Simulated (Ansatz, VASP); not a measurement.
**One calculation of BiTe, two programs**

```
CELL_PARAMETERS angstrom
0.00000 3.28353 3.13795
3.28353 0.00000 3.13795
3.28353 3.28353 0.00000
ATOMIC_POSITIONS crystal
Bi 0.00000 0.00000 0.00000
Te 0.50000 0.50000 0.50000
```

Change from the starting cell: strain +0.015 along x and y, -0.030 along z, atoms carried along.

Alike in both runs: task single point; functional r2SCAN; k mesh 14 × 14 × 14; occupations gaussian, width 0.15 eV; no spin polarisation.

|  | VASP | Ansatz |
| --- | --- | --- |
| version | VASP 6.6.1 | Ansatz 0.2.0 |
| potentials or method | VASP PAW PBE potentials, release 64 (Bi_d, Te), cutoff 520 eV | scalar-relativistic, plane waves, PAW |
| valence electrons in the cell | 21 | 31 |

Ansatz gave:

```
gap on the k mesh at the Fermi level (eV)                     : none
pressure (GPa)                                                : 0.2
traceless stress, the component that is largest in VASP (GPa) : 2.66
```

Problem. Which values does VASP return?

Solution. gap on the k mesh at the Fermi level (eV): none; pressure (GPa): 0.2; traceless stress, the component that is largest in VASP (GPa): 2.67.

VASP's potentials were made for PBE, not for r2SCAN. A gap of «none» marks a metal or a gap that the smearing closes. VASP's potentials hold 21 valence electrons a cell and Ansatz's 31, so a difference there can come from the potentials and not from the codes.

Spin-orbit coupling is off throughout.
